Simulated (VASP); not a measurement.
Crystal: Al3Pt.

```
Al Pt
1.0
     0.00000    3.10302    3.10302
     3.10302    0.00000    3.10302
     3.10302    3.10302    0.00000
Al Pt
3 1
Direct
  0.50000 0.50000 0.50000
  0.75000 0.75000 0.75000
  0.25000 0.25000 0.25000
  0.00000 0.00000 0.00000
```

| Quantity | Value |
| --- | --- |
| Program | VASP 6.6.1 |
| Task | relaxation of cell and atoms |
| Functional | PBE |
| Potentials or basis | VASP PAW PBE potentials, release 64 (Al, Pt) |
| Cutoff | 600 eV |
| k mesh | 6 × 6 × 6 |
| Occupations | gaussian, width 0.1 eV |
| Spin | no spin polarisation |

At the start: pressure 4.9 GPa; volume 14.94 Å³/atom.

Q: Where does the relaxation end?

A: Over 3 steps the energy falls by 8.6 meV/atom and the volume is 15.51 Å³/atom (+3.9 %); space group Fm-3m (No. 225, to 0.05 Å).

Step by step:
```tsv
step	energy change (eV)	largest force (eV/Å)	pressure (GPa)	volume (Å³)
1	0.0000	0.0000	4.94	59.76
2	-0.0158	0.0000	-3.28	63.83
3	-0.0344	0.0000	-0.01	62.06
```

Final structure:
```
Al Pt
1.0
     0.00000    3.14236    3.14236
     3.14236    0.00000    3.14236
     3.14236    3.14236    0.00000
Al Pt
3 1
Cartesian
  3.1424 3.1424 3.1424
  4.7135 4.7135 4.7135
  1.5712 1.5712 1.5712
  0.0000 0.0000 0.0000
```
